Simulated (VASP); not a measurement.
# CdF2 (Immm) in VASP: single point with r2SCAN

Aim: the single point of CdF2 with r2SCAN.

Everything below comes from runs of VASP 6.6.1. Logs are shortened: lines on timing, memory, paths and dates and some standing lists are left out, and cuts for length are marked.

## 1. The cell of the first run

The structure is orthorhombic, space group Immm (No. 71). The conventional cell has a = 3.715 Å, b = 3.905 Å, c = 5.388 Å, α = 90.00°, β = 90.00°, γ = 90.00°. Within 3.0 Å of Cd (site symmetry mmm) lie 8 F at 2.30 to 2.36 Å. Within 3.0 Å of F (site symmetry mm2) lie 4 Cd at 2.30 to 2.36 Å and 6 F at 2.66 to 2.72 Å.

## 2. Single point, r2SCAN (shear xy strain -5.0%)

POSCAR

```
CdF2
1.0
   -0.0673544420      2.6941776810      2.6941776810
    2.6941776810     -0.0673544420      2.6941776810
    2.6268232390      2.6268232390      0.0000000000
Cd F
1 2
Direct
    0.0000000000      0.0000000000      0.0000000000
    0.2528278932      0.2528278932      0.2471721068
    0.7471721068      0.7471721068      0.7528278932
```

INCAR.step1

```
PREC = Accurate ; ENCUT = 520
ISMEAR = 0 ; SIGMA = 0.01
LREAL = F ; LASPH = T
NELM = 100 ; NBANDS = 20
GGA = PE ; ALGO = Normal
EDIFF = 1E-4 ; LWAVE = T
LCHARG = F
```

INCAR.step2

```
PREC = Accurate ; ENCUT = 520
EDIFF = 1E-7 ; ISMEAR = 0
SIGMA = 0.01 ; LREAL = F
LASPH = T ; NELM = 100
ALGO = Normal ; ISIF = 2
LWAVE = F ; LCHARG = F
METAGGA = R2SCAN ; LMIXTAU = T
NBANDS = 20 ; ISTART = 1
```

KPOINTS

```
Automatic mesh
0
Gamma
  8 8 8
```

Potentials or basis: VASP PAW PBE potentials, release 64 (Cd, F).

On the command line:

```
> cat potpaw_PBE.64/Cd/POTCAR potpaw_PBE.64/F/POTCAR > POTCAR
> cp INCAR.step1 INCAR
> mpirun -np 1 vasp_std > vasp.out
> cp INCAR.step2 INCAR
> mpirun -np 1 vasp_std > vasp.out
```

OUTCAR:

```text
PREC = Accurate
   ENCUT = 520
   EDIFF = 1E-7
   ISMEAR = 0
   LREAL = F
   LASPH = T
   NELM = 100
   ISIF = 2
   METAGGA = R2SCAN
   ISTART = 1

 ion  position               nearest neighbor table
   1  0.000  0.000  0.000-   3 2.30   2 2.30   3 2.30   2 2.30   3 2.36   3 2.36   2 2.36   2 2.36

   2  0.253  0.253  0.247-   1 2.30   1 2.30   1 2.36   1 2.36
   3  0.747  0.747  0.753-   1 2.30   1 2.30   1 2.36   1 2.36

  LATTYP: Found a body centered orthorhombic cell.
 ALAT       =     3.7148890506
 B/A-ratio  =     1.0512820513
 C/A-ratio  =     1.4504754486

  Lattice vectors:

 A1 = (   0.0673544420,  -2.6941776810,  -2.6941776810)
 A2 = (  -0.0673544420,   2.6941776810,  -2.6941776810)
 A3 = (   2.6941776810,  -0.0673544420,   2.6941776810)

Analysis of symmetry for initial positions (statically):
=====================================================================
 Subroutine PRICEL returns:
 Original cell was already a primitive cell.

 Routine SETGRP: Setting up the symmetry group for a
 body centered orthorhombic supercell.

 Subroutine GETGRP returns: Found  8 space group operations
 (whereof  8 operations were pure point group operations)
 out of a pool of  8 trial point group operations.

The static configuration has the point symmetry D_2h.

Analysis of symmetry for dynamics (positions and initial velocities):
=====================================================================
 Subroutine PRICEL returns:
 Original cell was already a primitive cell.

 Routine SETGRP: Setting up the symmetry group for a
 body centered orthorhombic supercell.

 Subroutine GETGRP returns: Found  8 space group operations
 (whereof  8 operations were pure point group operations)
 out of a pool of  8 trial point group operations.

The dynamic configuration has the point symmetry D_2h.

 Subroutine INISYM returns: Found  8 space group operations
 (whereof  8 operations are pure point group operations),
 and found     1 'primitive' translations

----------------------------------------------------------------------------------------

                                     Primitive cell

  volume of cell :      39.0874

  direct lattice vectors                    reciprocal lattice vectors
    -0.067354442  2.694177681  2.694177681    -0.181058911  0.181058911  0.185585384
     2.694177681 -0.067354442  2.694177681     0.181058911 -0.181058911  0.185585384
     2.626823239  2.626823239  0.000000000     0.190343984  0.190343984 -0.185585384

  length of vectors
     3.810737904  3.810737904  3.714889051     0.316238191  0.316238191  0.326961158

  position of ions in fractional coordinates (direct lattice)
     0.000000000  0.000000000  0.000000000
     0.252827893  0.252827893  0.247172107
     0.747172107  0.747172107  0.752827893

  ion indices of the primitive-cell ions
   primitive index   ion index
                 1           1
                 2           2
                 3           3

----------------------------------------------------------------------------------------

 KPOINTS: Automatic mesh

Automatic generation of k-mesh.
 Grid dimensions read from file:
 generate k-points for:    8    8    8

 Generating k-lattice:

  Cartesian coordinates                     Fractional coordinates (reciprocal lattice)
    -0.022632364  0.022632364  0.023198173     0.125000000  0.000000000  0.000000000
     0.022632364 -0.022632364  0.023198173     0.000000000  0.125000000  0.000000000
     0.023792998  0.023792998 -0.023198173     0.000000000  0.000000000  0.125000000

  Length of vectors
     0.039529774  0.039529774  0.040870145

  Shift w.r.t. Gamma in fractional coordinates (k-lattice)
     0.000000000  0.000000000  0.000000000

 Subroutine IBZKPT returns following result:
 ===========================================

 Found     95 irreducible k-points:

 Following reciprocal coordinates:
            Coordinates               Weight
  0.000000  0.000000  0.000000      1.000000
  0.125000  0.000000  0.000000      4.000000
  0.250000  0.000000  0.000000      4.000000
  0.375000  0.000000  0.000000      4.000000
  0.500000  0.000000  0.000000      2.000000
  0.125000  0.125000  0.000000      2.000000
[... 16 lines left out ...]
  0.125000  0.000000  0.125000      4.000000
  0.250000  0.000000  0.125000      8.000000
 [... further k-points ...]
   k-points           NKPTS =     95   k-points in BZ     NKDIM =     95   number of bands    NBANDS=     20
   number of dos      NEDOS =    301   number of ions     NIONS =      3
   total plane-waves  NPLWV =  21952
   dimension x,y,z NGX =    28 NGY =   28 NGZ =   28
   dimension x,y,z NGXF=    56 NGYF=   56 NGZF=   56
   ions per type =               1   2
   NGX,Y,Z   is equivalent  to a cutoff of  12.22, 12.22, 12.53 a.u.
   NGXF,Y,Z  is equivalent  to a cutoff of  24.43, 24.43, 25.06 a.u.
 SYSTEM =  unknown system
   PREC   = accura    normal or accurate (medium, high low for compatibility)
   ISTART =      1    job   : 0-new  1-cont  2-samecut
   ICHARG =      0    charge: 1-file 2-atom 10-const
   ISPIN  =      1    spin polarized calculation?
   LNONCOLLINEAR =      F non collinear calculations
   LSORBIT =      F    spin-orbit coupling
   LASPH  =      T    aspherical Exc in radial PAW
   ENCUT  =  520.0 eV  38.22 Ry    6.18 a.u.   7.09  7.09  6.91*2*pi/ulx,y,z
   NELM   =    100;   NELMIN=  2; NELMDL=  0     # of ELM steps
   EDIFF  = 0.1E-06   stopping-criterion for ELM
   LREAL  =      F    real-space projection
   EDIFFG = 0.1E-05   stopping-criterion for IOM
   NSW    =      0    number of steps for IOM
   IBRION =     -1    ionic relax: 0-MD 1-quasi-New 2-CG
   NFREE  =      0    steps in history (QN), initial steepest desc. (CG)
   ISIF   =      2    stress and relaxation
   ISYM   =      2    0-nonsym 1-usesym 2-fastsym
   POTIM  = 0.5000    time-step for ionic-motion
   TEBEG  =    0.0;   TEEND  =   0.0 temperature during run
   PSTRESS=    0.0 pullay stress
   NELECT =      26.0000    total number of electrons
   NUPDOWN=      -1.0000    fix difference up-down
   EMIN   =  10.00;   EMAX   =-10.00  energy-range for DOS
   EFERMI =   0.00;   METHOD = LEGACY
   ISMEAR =     0;   SIGMA  =   0.01  broadening in eV -4-tet -1-fermi 0-gaus
   EFERMI_NEDOS =   21; number of points for ismear=-14 and -15
   IALGO  =     38    algorithm
   IMIX   =      4    mixing-type and parameters
     AMIX     =   0.40;   BMIX     =  1.00
     AMIX_MAG =   1.60;   BMIX_MAG =  1.00
  volume/ion in A,a.u.               =      13.03        87.93
  Fermi-wavevector in a.u.,A,eV,Ry     =   1.429070  2.700551 27.786383  2.042242
  Thomas-Fermi vector in A             =   2.549064
   LORBIT       =      0    0 simple, 1 ext, 2 COOP (PROOUT), +10 PAW based schemes
   METAGGA = R2SCAN    functional components
   LHFCALC =     F    Hartree Fock is set to
   AEXX    =    0.0000 exact exchange contribution
   IVDW    =     0    specifies the selected vdW correction
   LEPSILON=     F    determine dielectric tensor
   LRPA    =     F    only Hartree local field effects (RPA)
 non-spin polarized calculation
 Gauss-broadening in eV      SIGMA  =   0.01
  energy-cutoff  :      520.00
  volume of cell :       39.09
 maximum number of plane-waves:      1067
   NGX = 15   NGY = 15   NGZ = 13

 number of electron      25.9999995 magnetization

 Free energy of the ion-electron system (eV)
  ---------------------------------------------------
  ext. energy  EPLUGINS =         0.00000000
  ---------------------------------------------------
  free energy    TOTEN  =       -33.71106538 eV

  energy without entropy =      -33.71106538  energy(sigma->0) =      -33.71106538

 E-fermi :  -1.7979     XC(G=0): -11.0508

 val. band max:       -1.8590895527   @ k =  -0.2500   0.5000   0.2500
 cond. band min:       1.8899399706   @ k =   0.0000   0.0000   0.0000
 fundamental gap:      3.7490295233
 Fermi energy:        -1.7978886949

 k-point     1 :       0.0000    0.0000    0.0000
  band No.  band energies     occupation
      1     -23.8091      2.00000
      2     -22.7432      2.00000
      3      -7.5111      2.00000
      4      -7.5020      2.00000
      5      -7.4795      2.00000
      6      -6.2565      2.00000
[... 12 lines left out ...]
     19      18.9963      0.00000
     20      19.0290      0.00000

 k-point     2 :       0.1250    0.0000    0.0000
  band No.  band energies     occupation
      1     -23.7626      2.00000
      2     -22.7857      2.00000
      3      -7.4562      2.00000
      4      -7.4398      2.00000
      5      -7.3210      2.00000
      6      -6.2727      2.00000
[... 12 lines left out ...]
     19      18.5746      0.00000
     20      18.7357      0.00000

 k-point     3 :       0.2500    0.0000    0.0000
  band No.  band energies     occupation
      1     -23.6358      2.00000
      2     -22.9018      2.00000
      3      -7.3293      2.00000
      4      -7.3080      2.00000
      5      -6.8765      2.00000
      6      -6.2880      2.00000
[... 12 lines left out ...]
     19      18.1972      0.00000
     20      18.3394      0.00000

 k-point     4 :       0.3750    0.0000    0.0000
  band No.  band energies     occupation
      1     -23.4585      2.00000
      2     -23.0666      2.00000
      3      -7.2216      2.00000
      4      -7.1946      2.00000
      5      -6.3106      2.00000
      6      -6.2483      2.00000
[... 12 lines left out ...]
     19      17.7724      0.00000
     20      17.9824      0.00000

 k-point     5 :       0.5000    0.0000    0.0000
  band No.  band energies     occupation
      1     -23.2852      2.00000
      2     -23.2341      2.00000
      3      -7.1866      2.00000
      4      -7.1573      2.00000
      5      -6.2083      2.00000
      6      -6.1850      2.00000
[... 12 lines left out ...]
     19      17.6070      0.00000
     20      17.6448      0.00000
[... 353 lines left out ...]
      6      -6.1462      2.00000
[... 12 lines left out ...]
     19      18.6465      0.00000
     20      20.7806      0.00000

 k-point    22 :       0.0000    0.0000    0.1250
  band No.  band energies     occupation
      1     -23.7598      2.00000
      2     -22.7866      2.00000
      3      -7.4413      2.00000
      4      -7.4143      2.00000
      5      -7.3361      2.00000
      6      -6.2795      2.00000
[... 12 lines left out ...]
     19      18.4627      0.00000
     20      18.5970      0.00000

 k-point    23 :       0.1250    0.0000    0.1250
  band No.  band energies     occupation
      1     -23.7466      2.00000
      2     -22.7986      2.00000
      3      -7.4125      2.00000
      4      -7.4097      2.00000
      5      -7.2805      2.00000
      6      -6.3383      2.00000
[... 12 lines left out ...]
     19      18.4467      0.00000
     20      19.1657      0.00000

 k-point    24 :       0.2500    0.0000    0.1250
  band No.  band energies     occupation
      1     -23.6516      2.00000
      2     -22.8835      2.00000
      3      -7.3065      2.00000
      4      -7.2927      2.00000
      5      -6.9394      2.00000
      6      -6.4121      2.00000
[... 12 lines left out ...]
     19      18.9833      0.00000
     20      19.6948      0.00000

 [... further k-points ...]
[... 5 lines left out ...]
  --------------------------------------------------------------------------------------
  -------------------------------------------------------------------------------------
  Total        0.2887849      0.2887849      0.2945899      0.3364994      0.0000000      0.0000000
  in kB       11.8371686     11.8371686     12.0751136     13.7929671      0.0000000      0.0000000
  external PRESSURE =      11.9164836 kB  Pullay stress =       0.0000000 kB

 VOLUME and BASIS-vectors are now :
 -----------------------------------------------------------------------------
  energy-cutoff  :      520.00
  volume of cell :       39.09
      direct lattice vectors                 reciprocal lattice vectors
    -0.067354442  2.694177681  2.694177681    -0.181058911  0.181058911  0.185585384
     2.694177681 -0.067354442  2.694177681     0.181058911 -0.181058911  0.185585384
     2.626823239  2.626823239  0.000000000     0.190343984  0.190343984 -0.185585384

 POSITION                                       TOTAL-FORCE (eV/Angst)
 -----------------------------------------------------------------------------------
      0.00000      0.00000      0.00000        -0.000000      0.000000      0.000000
      1.31341      1.31341      1.36233         0.000000     -0.000000      0.019200
      3.94023      3.94023      4.02603         0.000000     -0.000000     -0.019200
 -----------------------------------------------------------------------------------
    total drift:                                0.000000      0.000000      0.000000

  FREE ENERGIE OF THE ION-ELECTRON SYSTEM (eV)
  ---------------------------------------------------
  free  energy   TOTEN  =       -33.7110653804 eV

  energy  without entropy=      -33.7110653804  energy(sigma->0) =      -33.71106538
```

Run time: 6.2 min. Hardware: 1 thread of Intel Xeon Platinum 8375C at 2.90GHz (Ice Lake), shared host; peak memory 0.21 GiB.

What came out:

| Property | Result |
| --- | --- |
| Free energy | -33.7111 eV |
| Pressure | 1.2 GPa |
| Largest force | 0.019 eV/Å |
| Band gap on the k mesh | 3.75 eV, indirect (least direct gap 4.16 eV) |

Forces on the atoms (eV/Å):
```
Cd   0.000  0.000  0.000
F    0.000  0.000  0.019
F    0.000  0.000 -0.019
```

Levels at points of the mesh, in eV from the valence-band top:
```csv
k point,band 11,band 12,band 13,band 14,band 15,band 16
"(0.00, 0.00, 0.00)",-0.61,-0.52,-0.41,3.75,13.13,13.63
"(0.50, 0.00, 0.00)",-1.84,-0.37,-0.33,7.88,9.60,15.55
"(0.50, 0.50, 0.00)",-0.53,-0.17,-0.03,8.87,10.55,12.19
"(0.00, 0.00, 0.50)",-1.85,-0.48,-0.44,8.09,9.79,15.29
"(0.50, 0.00, 0.50)",-0.53,-0.11,-0.09,8.88,10.52,12.19
```

Caveat: the cell differs from its parent crystal (shear xy strain -5.0%); the PAW data sets were made with another functional, which shifts forces and pressure a little. A k mesh can miss the band edges.
